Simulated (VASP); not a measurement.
# H7Rh2 (P6/mmm) in VASP: a series of runs, part 2 of 2

VASP 6.6.1. Earlier steps stand in the parts before.

## (3) Single point, PBE

This run uses another cell than the first one, of 8.84 Å³/atom.

File INCAR:

```
SYSTEM = H7Rh2
PREC = Accurate
ENCUT = 520
EDIFF = 1E-7
ISMEAR = 0
SIGMA = 0.1
LREAL = .FALSE.
LASPH = .TRUE.
NELM = 80
ALGO = Normal
ISIF = 2
LWAVE = .FALSE.
LCHARG = .FALSE.
GGA = PE
NBANDS = 28
```

File KPOINTS:

```
Automatic mesh
0
G
  6 6 4
  0 0 0
```

File POSCAR:

```
H7Rh2
1.0
    4.0156316700      0.0000000000      0.0000000000
   -2.0078158300      3.4776390400      0.0000000000
    0.0000000000      0.0000000000      5.6990075100
H Rh
7 2
Direct
    0.3333333300      0.6666666700      0.2276205100
    0.3333333300      0.6666666700      0.7723794900
    0.6666666700      0.3333333300      0.7723794900
    0.6666666700      0.3333333300      0.2276205100
    0.0000000000      0.0000000000      0.5983159500
    0.0000000000      0.0000000000      0.4016840500
    0.0000000000      0.0000000000      0.0000000000
    0.3333333300      0.6666666700      0.5000000000
    0.6666666700      0.3333333300      0.5000000000
```

Potentials or basis: VASP PAW PBE potentials, release 64 (H, Rh_pv).

The run is started by

```bash
> cat potpaw_PBE.64/H/POTCAR potpaw_PBE.64/Rh_pv/POTCAR > POTCAR
> mpirun -np 1 vasp_std > vasp.out
```

OUTCAR:

```text
SYSTEM = H7Rh2
   PREC = Accurate
   ENCUT = 520
   EDIFF = 1E-7
   ISMEAR = 0
   LREAL = .FALSE.
   LASPH = .TRUE.
   NELM = 80
   ISIF = 2
   GGA = PE

 ion  position               nearest neighbor table
   1  0.333  0.667  0.228-   8 1.55
   2  0.333  0.667  0.772-   8 1.55
   3  0.667  0.333  0.772-   9 1.55
   4  0.667  0.333  0.228-   9 1.55
   5  0.000  0.000  0.598-
   6  0.000  0.000  0.402-
   7  0.000  0.000  0.000-
   8  0.333  0.667  0.500-   1 1.55   2 1.55   9 2.32   9 2.32   9 2.32
   9  0.667  0.333  0.500-   3 1.55   4 1.55   8 2.32   8 2.32   8 2.32

  LATTYP: Found a hexagonal cell.
 ALAT       =     4.0156316700
 C/A-ratio  =     1.4192057386

  Lattice vectors:

 A1 = (   4.0156316700,   0.0000000000,   0.0000000000)
 A2 = (  -2.0078158300,   3.4776390400,   0.0000000000)
 A3 = (   0.0000000000,   0.0000000000,   5.6990075100)

Analysis of symmetry for initial positions (statically):
=====================================================================
 Subroutine PRICEL returns:
 Original cell was already a primitive cell.

 Routine SETGRP: Setting up the symmetry group for a
 hexagonal supercell.

 Subroutine GETGRP returns: Found 24 space group operations
 (whereof 24 operations were pure point group operations)
 out of a pool of 24 trial point group operations.

The static configuration has the point symmetry D_6h.

Analysis of symmetry for dynamics (positions and initial velocities):
=====================================================================
 Subroutine PRICEL returns:
 Original cell was already a primitive cell.

 Routine SETGRP: Setting up the symmetry group for a
 hexagonal supercell.

 Subroutine GETGRP returns: Found 24 space group operations
 (whereof 24 operations were pure point group operations)
 out of a pool of 24 trial point group operations.

The dynamic configuration has the point symmetry D_6h.

 Subroutine INISYM returns: Found 24 space group operations
 (whereof 24 operations are pure point group operations),
 and found     1 'primitive' translations

----------------------------------------------------------------------------------------

                                     Primitive cell

  volume of cell :      79.5862

  direct lattice vectors                    reciprocal lattice vectors
     4.015631670  0.000000000  0.000000000     0.249026824  0.143775703  0.000000000
    -2.007815830  3.477639040  0.000000000     0.000000000  0.287551407  0.000000000
     0.000000000  0.000000000  5.699007510     0.000000000  0.000000000  0.175469149

  length of vectors
     4.015631670  4.015631669  5.699007510     0.287551407  0.287551407  0.175469149

  position of ions in fractional coordinates (direct lattice)
     0.333333330  0.666666670  0.227620510
     0.333333330  0.666666670  0.772379490
[... 42 lines left out ...]
 ===========================================

 Found     21 irreducible k-points:

 Following reciprocal coordinates:
            Coordinates               Weight
  0.000000  0.000000  0.000000      1.000000
  0.166667  0.000000  0.000000      6.000000
  0.333333  0.000000  0.000000      6.000000
  0.500000  0.000000  0.000000      3.000000
  0.166667  0.166667  0.000000      6.000000
  0.333333  0.166667  0.000000     12.000000
[... 13 lines left out ...]
  0.333333  0.166667  0.500000     12.000000
  0.333333  0.333333  0.500000      2.000000
   k-points           NKPTS =     21   k-points in BZ     NKDIM =     21   number of bands    NBANDS=     28
   number of dos      NEDOS =    301   number of ions     NIONS =      9
   total plane-waves  NPLWV =  37800
   dimension x,y,z NGX =    30 NGY =   30 NGZ =   42
   dimension x,y,z NGXF=    60 NGYF=   60 NGZF=   84
   ions per type =               7   2
   NGX,Y,Z   is equivalent  to a cutoff of  12.42, 12.42, 12.25 a.u.
   NGXF,Y,Z  is equivalent  to a cutoff of  24.84, 24.84, 24.50 a.u.
 SYSTEM =  H7Rh2
   PREC   = accura    normal or accurate (medium, high low for compatibility)
   ISTART =      0    job   : 0-new  1-cont  2-samecut
   ICHARG =      2    charge: 1-file 2-atom 10-const
   ISPIN  =      1    spin polarized calculation?
   LNONCOLLINEAR =      F non collinear calculations
   LSORBIT =      F    spin-orbit coupling
   LASPH  =      T    aspherical Exc in radial PAW
   ENCUT  =  520.0 eV  38.22 Ry    6.18 a.u.   7.47  7.47 10.60*2*pi/ulx,y,z
   NELM   =     80;   NELMIN=  2; NELMDL= -5     # of ELM steps
   EDIFF  = 0.1E-06   stopping-criterion for ELM
   LREAL  =      F    real-space projection
   EDIFFG = 0.1E-05   stopping-criterion for IOM
   NSW    =      0    number of steps for IOM
   IBRION =     -1    ionic relax: 0-MD 1-quasi-New 2-CG
   NFREE  =      0    steps in history (QN), initial steepest desc. (CG)
   ISIF   =      2    stress and relaxation
   ISYM   =      2    0-nonsym 1-usesym 2-fastsym
   POTIM  = 0.5000    time-step for ionic-motion
   TEBEG  =    0.0;   TEEND  =   0.0 temperature during run
   PSTRESS=    0.0 pullay stress
   NELECT =      37.0000    total number of electrons
   NUPDOWN=      -1.0000    fix difference up-down
   EMIN   =  10.00;   EMAX   =-10.00  energy-range for DOS
   EFERMI =   0.00;   METHOD = LEGACY
   ISMEAR =     0;   SIGMA  =   0.10  broadening in eV -4-tet -1-fermi 0-gaus
   EFERMI_NEDOS =   21; number of points for ismear=-14 and -15
   IALGO  =     38    algorithm
   IMIX   =      4    mixing-type and parameters
     AMIX     =   0.40;   BMIX     =  1.00
     AMIX_MAG =   1.60;   BMIX_MAG =  1.00
  volume/ion in A,a.u.               =       8.84        59.67
  Fermi-wavevector in a.u.,A,eV,Ry     =   1.268225  2.396597 21.883527  1.608394
  Thomas-Fermi vector in A             =   2.401331
   LORBIT       =      0    0 simple, 1 ext, 2 COOP (PROOUT), +10 PAW based schemes
   GGA     = PE    functional components
   LHFCALC =     F    Hartree Fock is set to
   AEXX    =    0.0000 exact exchange contribution
   IVDW    =     0    specifies the selected vdW correction
   LEPSILON=     F    determine dielectric tensor
   LRPA    =     F    only Hartree local field effects (RPA)
 non-spin polarized calculation
 Gauss-broadening in eV      SIGMA  =   0.10
  energy-cutoff  :      520.00
  volume of cell :       79.59
 maximum number of plane-waves:      2170
 NGX is ok and might be reduce to    30
   NGX = 15   NGY = 15   NGZ = 21

 number of electron      37.0000014 magnetization

 Free energy of the ion-electron system (eV)
  ---------------------------------------------------
  ext. energy  EPLUGINS =         0.00000000
  ---------------------------------------------------
  free energy    TOTEN  =       -28.13674027 eV

  energy without entropy =      -28.08724321  energy(sigma->0) =      -28.11199174

 E-fermi :   2.3366     XC(G=0):  -9.6326

 val. band max:        2.3265872491   @ k =   0.3333   0.1667   0.5000
 cond. band min:       2.3923923588   @ k =   0.0000   0.0000   0.5000
 fundamental gap:      0.0658051097
 Fermi energy:         2.3366155657

 k-point     1 :       0.0000    0.0000    0.0000
  band No.  band energies     occupation
      1     -44.8264      2.00000
      2     -44.8264      2.00000
      3     -44.2728      2.00000
      4     -44.0048      2.00000
      5     -43.8042      2.00000
      6     -43.8042      2.00000
[... 640 lines left out ...]
     27      12.5725      0.00000
     28      12.5725      0.00000

------------------------ aborting loop because EDIFF is reached ----------------------------------------

  FORCE on cell =-STRESS in cart. coord.  units (eV):
  Direction    XX          YY          ZZ          XY          YZ          ZX
  --------------------------------------------------------------------------------------
  -------------------------------------------------------------------------------------
  Total        6.0938508      6.0938508      9.5165870      0.0000000     -0.0000000      0.0000000
  in kB      122.6774654    122.6774655    191.5817787      0.0000002     -0.0000000      0.0000000
  external PRESSURE =     145.6455698 kB  Pullay stress =       0.0000000 kB

 VOLUME and BASIS-vectors are now :
 -----------------------------------------------------------------------------
  energy-cutoff  :      520.00
  volume of cell :       79.59
      direct lattice vectors                 reciprocal lattice vectors
     4.015631670  0.000000000  0.000000000     0.249026824  0.143775703  0.000000000
    -2.007815830  3.477639040  0.000000000     0.000000000  0.287551407  0.000000000
     0.000000000  0.000000000  5.699007510     0.000000000  0.000000000  0.175469149

 POSITION                                       TOTAL-FORCE (eV/Angst)
 -----------------------------------------------------------------------------------
     -0.00000      2.31843      1.29721         0.000000      0.000000     -2.107009
     -0.00000      2.31843      4.40180         0.000000      0.000000      2.107009
      2.00782      1.15921      4.40180        -0.000000     -0.000000      2.107009
      2.00782      1.15921      1.29721        -0.000000      0.000000     -2.107009
      0.00000      0.00000      3.40981         0.000000     -0.000000     -1.450673
      0.00000      0.00000      2.28920         0.000000     -0.000000      1.450673
      0.00000      0.00000      0.00000         0.000000     -0.000000     -0.000000
     -0.00000      2.31843      2.84950        -0.000000     -0.000000     -0.000000
      2.00782      1.15921      2.84950         0.000000     -0.000000     -0.000000
 -----------------------------------------------------------------------------------
    total drift:                               -0.000000      0.000000      0.000000

  FREE ENERGIE OF THE ION-ELECTRON SYSTEM (eV)
  ---------------------------------------------------
  free  energy   TOTEN  =       -28.1367402686 eV

  energy  without entropy=      -28.0872432076  energy(sigma->0) =      -28.11199174
```

Wall time 49 s (1 thread of AMD EPYC 7R43 (Zen 3), shared host); peak memory 0.17 GiB.

Results:

```yaml
Free_energy: -28.1367 eV
Pressure: 14.6 GPa
Largest_force: 2.107 eV/Å
Band_gap_on_the_k_mesh: zero (an odd number of electrons rules out a gap without spin polarisation)
```

Forces on the atoms (eV/Å):
```
H    0.000  0.000 -2.107
H    0.000  0.000  2.107
H    0.000  0.000  2.107
H    0.000  0.000 -2.107
H    0.000  0.000 -1.451
H    0.000  0.000  1.451
H    0.000  0.000  0.000
Rh   0.000  0.000  0.000
Rh   0.000  0.000  0.000
```

Caveat: the stress differs along the axes, from 12 to 19 GPa; an odd number of electrons without spin polarisation forces a metal; a magnetic or distorted state may lie lower.

The gap in the log of VASP goes by the Fermi energy; the results here count the filled bands.